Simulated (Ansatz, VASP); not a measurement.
KBr in VASP and in Ansatz

```
K Br
1.0
     3.85977    0.00000    0.00000
     0.00000    3.85977    0.00000
     0.00000    0.00000    3.85977
K Br
1 1
Direct
  0.00000 0.00000 0.00000
  0.50000 0.50000 0.50000
```

Change from the starting cell: hydrostatic strain -2.9%.

Alike in both runs: task single point; functional PBE; k mesh 6 × 6 × 6; occupations fermi-dirac, width 0.02 eV; no spin polarisation.

|  | VASP | Ansatz |
| --- | --- | --- |
| version | VASP 6.6.1 | Ansatz 0.2.0 |
| potentials or method | VASP PAW PBE potentials, release 64 (K_sv, Br) | plane waves, PAW |
| plane-wave cutoff (eV) | 520 | 420 |
| valence electrons in the cell | 16 | 16 |

```csv
,VASP,Ansatz,Ansatz less VASP
gap on the k mesh at the Fermi level (eV),4.34,4.34,+0.002
pressure (GPa),3.0,3.0,-0.07
```
